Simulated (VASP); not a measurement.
# Zn (Im-3m) in VASP: notebook, part 2 of 2

VASP 6.6.1. Earlier steps stand in the parts before.

### Step 3. Single point, PBE+D3(BJ), collinear spin, ferromagnetic start (volume scaled by 1.04)

Contents of INCAR:

```
  PREC = Accurate
  ENCUT = 520
  EDIFF = 1E-6
  ISMEAR = 1
  SIGMA = 0.025
  LREAL = False
  LASPH = True
  NELM = 150
  ALGO = Fast
  ISIF = 2
  LWAVE = False
  LCHARG = False
  ISPIN = 2
  MAGMOM = 0.5
  LORBIT = 11
  GGA = PE
  IVDW = 12
  NBANDS = 16
```

Contents of KPOINTS:

```
regular mesh
0
Gamma
  12 12 12
```

Contents of POSCAR:

```
Zn
1.0
   -1.5896845915      1.5896845915      1.5896845915
    1.5896845915     -1.5896845915      1.5896845915
    1.5896845915      1.5896845915     -1.5896845915
Zn
1
Direct
    0.0000000000      0.0000000000      0.0000000000
```

Potentials or basis: VASP PAW PBE potentials, release 64 (Zn).

Launch:

```bash
cat potpaw_PBE.64/Zn/POTCAR > POTCAR
mpirun -np 1 vasp_std > vasp.out
```

Run time: 13 s. Hardware: 1 thread of Intel Xeon 6975P-C (Granite Rapids), shared host; peak memory 0.15 GiB.

The run converged. Its results:

```
Free energy                                           : -1.3906 eV
Pressure                                              : -6.0 GPa
Band gap on the k mesh                                : zero (filled and empty bands overlap)
Net moment                                            : 0.00 μB per cell
Valence electrons inside the program's atomic spheres : Zn 10.71
Dispersion energy per atom                            : -0.379 eV
```

Levels at points of the mesh, in eV from the Fermi level:
Spin up:
| k point | band 4 | band 5 | band 6 | band 7 | band 8 | band 9 |
| --- | --- | --- | --- | --- | --- | --- |
| (0.00, 0.00, 0.00) | -7.55 | -7.09 | -7.09 | 18.42 | 18.42 | 18.42 |
| (0.50, 0.00, 0.00) | -7.06 | -6.78 | -2.39 | -0.97 | 11.05 | 12.49 |
| (0.50, 0.50, 0.50) | -6.86 | -6.86 | 4.21 | 4.21 | 4.21 | 7.09 |
Spin down:
```
           k point  band 3  band 4  band 5  band 6  band 7  band 8  band 9  band 10
(0.00, 0.00, 0.00)   -7.55   -7.55   -7.09   -7.09   18.42   18.42   18.42    20.46
(0.50, 0.00, 0.00)   -7.11   -7.06   -6.78   -2.39   -0.97   11.05   12.48    15.03
(0.50, 0.50, 0.50)   -6.86   -6.86   -6.86    4.21    4.21    4.21    7.09     8.49
```

Caveat: three body term missing; pairwise dispersion overbinds metals, which lowers pressure and volume.

### Step 4. Single point, PBE+D3(BJ), collinear spin, ferromagnetic start (volume scaled by 1.06)

Contents of INCAR:

```
SYSTEM = Zn
PREC = Accurate ; ENCUT = 520
EDIFF = 1E-6 ; ISMEAR = 1
SIGMA = 0.025 ; LREAL = .False.
LASPH = .True. ; NELM = 150
ALGO = Normal ; ISIF = 2
LWAVE = .False. ; LCHARG = .True.
ISPIN = 2 ; MAGMOM = 0.5
LORBIT = 11 ; GGA = PE
IVDW = 12 ; LELF = .True.
LVHAR = .True. ; NBANDS = 16
```

Contents of KPOINTS:

```
Automatic mesh
0
Gamma
  12 12 12
  0 0 0
```

Contents of POSCAR:

```
Zn
1.0
   -1.5998102441      1.5998102441      1.5998102441
    1.5998102441     -1.5998102441      1.5998102441
    1.5998102441      1.5998102441     -1.5998102441
Zn
1
Direct
    0.0000000000      0.0000000000      0.0000000000
```

Potentials or basis: VASP PAW PBE potentials, release 64 (Zn).

Launch:

```bash
cat potpaw_PBE.64/Zn/POTCAR > POTCAR
mpirun -np 1 vasp_std > vasp.out
```

OUTCAR:

```text
SYSTEM = Zn
   PREC = Accurate
   ENCUT = 520
   EDIFF = 1E-6
   ISMEAR = 1
   LREAL = .False.
   LASPH = .True.
   NELM = 150
   ISIF = 2
   ISPIN = 2
   LORBIT = 11
   GGA = PE
   IVDW = 12
 IVDW          = 12

 ion  position               nearest neighbor table
   1  0.000  0.000  0.000-

  LATTYP: Found a body centered cubic cell.
 ALAT       =     3.1996204882

  Lattice vectors:

[... 1127 lines left out ...]
  Direction    XX          YY          ZZ          XY          YZ          ZX
  --------------------------------------------------------------------------------------
  -------------------------------------------------------------------------------------
  Total      -0.68069    -0.68069    -0.68069    -0.00000     0.00000    -0.00000
  in kB     -66.58820   -66.58820   -66.58820    -0.00000     0.00000    -0.00000
  external pressure =      -66.59 kB  Pullay stress =        0.00 kB

 VOLUME and BASIS-vectors are now :
 -----------------------------------------------------------------------------
  energy-cutoff  :      520.00
  volume of cell :       16.38
      direct lattice vectors                 reciprocal lattice vectors
    -1.599810244  1.599810244  1.599810244     0.000000000  0.312537066  0.312537066
     1.599810244 -1.599810244  1.599810244     0.312537066  0.000000000  0.312537066
     1.599810244  1.599810244 -1.599810244     0.312537066  0.312537066  0.000000000

 POSITION                                       TOTAL-FORCE (eV/Angst)
 -----------------------------------------------------------------------------------
      0.00000      0.00000      0.00000        -0.000000      0.000000      0.000000
 -----------------------------------------------------------------------------------
    total drift:                                0.000000      0.000000     -0.000000

  FREE ENERGIE OF THE ION-ELECTRON SYSTEM (eV)
  ---------------------------------------------------
  free  energy   TOTEN  =        -1.3784586457 eV

  energy  without entropy=       -1.3784223488  energy(sigma->0) =       -1.37844655

 total charge

# of ion       s       p       d       tot
------------------------------------------
    1        0.608   0.362   9.727  10.697

 magnetization (x)

# of ion       s       p       d       tot
------------------------------------------
    1       -0.000  -0.000  -0.000  -0.000
```

OSZICAR:

```text
N       E                     dE             d eps       ncg     rms          rms(c)
DAV:   1     0.497747344623E+02    0.49775E+02   -0.56592E+03  4864   0.110E+03
DAV:   2     0.105025786882E+01   -0.48724E+02   -0.44163E+02  5288   0.203E+02
DAV:   3    -0.103601735044E+01   -0.20863E+01   -0.20832E+01  5264   0.361E+01
DAV:   4    -0.104097915097E+01   -0.49618E-02   -0.49617E-02  5776   0.176E+00
DAV:   5    -0.104098201294E+01   -0.28620E-05   -0.28620E-05  5464   0.403E-02    0.412E+00
DAV:   6    -0.100848419485E+01    0.32498E-01   -0.33056E-01  5744   0.939E+00    0.235E+00
DAV:   7    -0.100876370008E+01   -0.27951E-03   -0.81631E-03  5176   0.119E+00    0.121E+00
DAV:   8    -0.100726840504E+01    0.14953E-02   -0.11185E-03  5208   0.316E-01    0.518E-01
DAV:   9    -0.100680511044E+01    0.46329E-03   -0.29583E-04  5856   0.184E-01    0.671E-02
DAV:  10    -0.100681480751E+01   -0.96971E-05   -0.29880E-05  6192   0.656E-02    0.263E-02
DAV:  11    -0.100681892467E+01   -0.41172E-05   -0.57985E-06  5576   0.255E-02    0.504E-03
DAV:  12    -0.100681849258E+01    0.43209E-06   -0.79771E-07  4432   0.933E-03
   1 F= -.13784586E+01 E0= -.13784465E+01  d E =-.362969E-04  mag=    -0.0003
```

Run time: 12 s. Hardware: 1 thread of Intel Xeon 6975P-C (Granite Rapids), shared host; peak memory 0.17 GiB.

Results:

* Free energy: -1.3785 eV
* Pressure: -6.7 GPa
* Band gap on the k mesh: zero (filled and empty bands overlap)
* Net moment: 0.00 μB per cell
* Valence electrons inside the program's atomic spheres: Zn 10.70
* Dispersion energy per atom: -0.372 eV

Caveat: three body term missing; pairwise dispersion overbinds metals, which lowers pressure and volume.

### Step 5. The runs side by side

| cell | gap on the mesh (eV) | pressure (GPa) | moment (μB) |
| --- | --- | --- | --- |
| a = 2.736 Å, angles 109.5°, 1 atom | none | -5.3 | 0.00 |
| a = 2.753 Å, angles 109.5°, 1 atom | none | -6.0 | 0.00 |
| a = 2.771 Å, angles 109.5°, 1 atom | none | -6.7 | 0.00 |

Alike in all rows: task single point; level PBE+D3(BJ); potentials or basis VASP PAW PBE potentials, release 64 (Zn); spin collinear, ferromagnetic start; k mesh 12 × 12 × 12; cutoff (eV) 520; smearing methfessel-paxton 0.025 eV.

Caveats: three body term missing; pairwise dispersion overbinds metals, which lowers pressure and volume.

Absolute energies hang on the potentials; compare differences alone.
